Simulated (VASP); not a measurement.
A run of VASP 6.6.1:

Contents of INCAR:

```
ALGO = Normal
EDIFF = 1E-7
ENCUT = 520
GGA = PE
ISIF = 2
ISMEAR = 0
LASPH = True
LCHARG = False
LREAL = False
LWAVE = False
NBANDS = 16
NELM = 80
PREC = Accurate
SIGMA = 0.01
```

KPOINTS

```
k-points
0
Gamma
  12 12 6
```

File POSCAR:

```
Te
1.0
    4.5226079160      0.0000000000      0.0000000000
   -2.2613039580      3.9166933466      0.0000000000
    0.0000000000      0.0000000000      5.9554694044
Te
3
Direct
    0.7321941308      0.0000000000      0.3333333333
    0.0000000000      0.7321941308      0.6666666667
    0.2678058692      0.2678058692      0.0000000000
```

Potentials or basis: VASP PAW PBE potentials, release 64 (Te).

Command:

```console
$ cat potpaw_PBE.64/Te/POTCAR > POTCAR
$ mpirun -np 1 vasp_std > vasp.out
```

Hardware: 1 thread of Intel(R) Xeon(R) 6975P-C (Granite Rapids), on a shared host.

Estimate the wall time of this run.

Run time: 64 s on 1 thread of Intel(R) Xeon(R) 6975P-C (Granite Rapids), on a shared host, peak memory 0.31 GiB. Counts: scf iterations 14, k points 100.
